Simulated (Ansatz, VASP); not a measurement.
**Al2Cu: VASP beside Ansatz**

```xyz
3
Lattice="2.8665 0.0000 0.0000 -1.4332 2.4825 0.0000 0.0000 0.0000 6.2270" Properties=species:S:1:pos:R:3 pbc="T T T"
Al    0.0000    1.6550    1.1459
Al    1.4332    0.8275    5.0812
Cu    0.0000    0.0000    3.1135
```

Alike in both runs: functional PBE; k mesh 18 × 18 × 8; occupations gaussian, width 0.1 eV; no spin polarisation.

Ansatz relaxed the structure, and its values are those at the end. VASP's run is a single point on that final structure, the one shown.

```csv
,VASP,Ansatz
version,VASP 6.6.1,Ansatz 0.2.0
potentials or method,"VASP PAW PBE potentials, release 64 (Al, Cu), cutoff 520 eV","scalar-relativistic, plane waves, PAW"
valence electrons in the cell,17,25
```

|  | VASP | Ansatz | Ansatz less VASP |
| --- | --- | --- | --- |
| gap on the k mesh at the Fermi level (eV) | none | none | - |
| pressure (GPa) | 0.2 | 0.0 | -0.22 |
| rms of the force components (eV/Å) | 0.010 | 0.000 | -0.0091 |

A gap of «none» marks a metal or a gap that the smearing closes. VASP's potentials hold 17 valence electrons a cell and Ansatz's 25, so a difference there can come from the potentials and not from the codes.
